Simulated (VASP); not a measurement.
The system is Os.

```xyz
2
Lattice="2.7175 0.0000 0.0000 -1.3588 2.3534 0.0000 0.0000 0.0000 4.2845" Properties=species:S:1:pos:R:3 pbc="T T T"
Os    0.0000    1.5690    1.0711
Os    1.3588    0.7845    3.2133
```

Base run:

| Quantity | Value |
| --- | --- |
| Program | VASP 6.6.1 |
| Functional | LDA |
| Potentials or basis | VASP PAW LDA potentials, release 64 (Os_sv_GW) |
| Cutoff | 560 eV |
| k mesh | 13 × 13 × 8 |
| Occupations | fermi-dirac, width 1 eV |
| Spin | no spin polarisation |

Its results: band gap on the k mesh zero (bands 16 and 17 overlap by 4.00 eV); pressure 24.7 GPa.

Problem. The run is repeated on the same cell with these changes: occupations from fermi-dirac, width 1 eV to gaussian, width 1 eV. What comes out?

Solution. Band gap on the k mesh zero (bands 16 and 17 overlap by 3.97 eV); pressure 3.3 GPa.

Caveats: so wide a smearing shifts energies and pressures; spin-orbit coupling is left out, which moves the levels of the heavy elements; the stress differs along the axes, from 22 to 31 GPa (at least some runs); the cell stands under pressure (at least some runs).
